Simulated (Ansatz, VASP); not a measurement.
SnO2 in VASP and in Ansatz

```xyz
6
Lattice="4.8278 0.0000 0.0000 0.0000 4.8278 0.0000 0.0000 0.0000 3.2379" Properties=species:S:1:pos:R:3 pbc="T T T"
Sn    2.3949    2.3894    1.6190
Sn    0.0191   -0.0246    0.0000
O     1.5228    1.4527    0.0000
O     4.0887    1.1434    1.6190
O     0.8910    3.8665    1.6190
O     3.1529    3.5574    0.0000
```

Change from the starting cell: mode 4 frozen in at +0.168 Å and mode 7 at -0.119 Å (largest displacements).

Alike in both runs: task single point; functional PBE; k mesh 6 × 6 × 8; occupations gaussian, width 0.05 eV; no spin polarisation.

|  | VASP | Ansatz |
| --- | --- | --- |
| version | VASP 6.6.1 | Ansatz 0.2.0 |
| potentials or method | VASP PAW PBE potentials, release 64 (Sn_d, O), cutoff 520 eV | scalar-relativistic, plane waves, PAW |
| valence electrons in the cell | 52 | 52 |

VASP gave:

| Quantity | Value |
| --- | --- |
| gap on the k mesh at the Fermi level (eV) | 0.93 |
| least direct gap on the mesh (eV) | 0.97 |
| pressure (GPa) | -0.5 |
| traceless stress, the component that is largest in VASP (GPa) | -1.57 |
| rms of the force components (eV/Å) | 0.344 |

Task: Estimate Ansatz's values.

Result: gap on the k mesh at the Fermi level (eV): 0.94; least direct gap on the mesh (eV): 0.98; pressure (GPa): -1.1; traceless stress, the component that is largest in VASP (GPa): -1.48; rms of the force components (eV/Å): 0.345.

Atom by atom the forces differ by 0.010 eV/Å (rms over components).
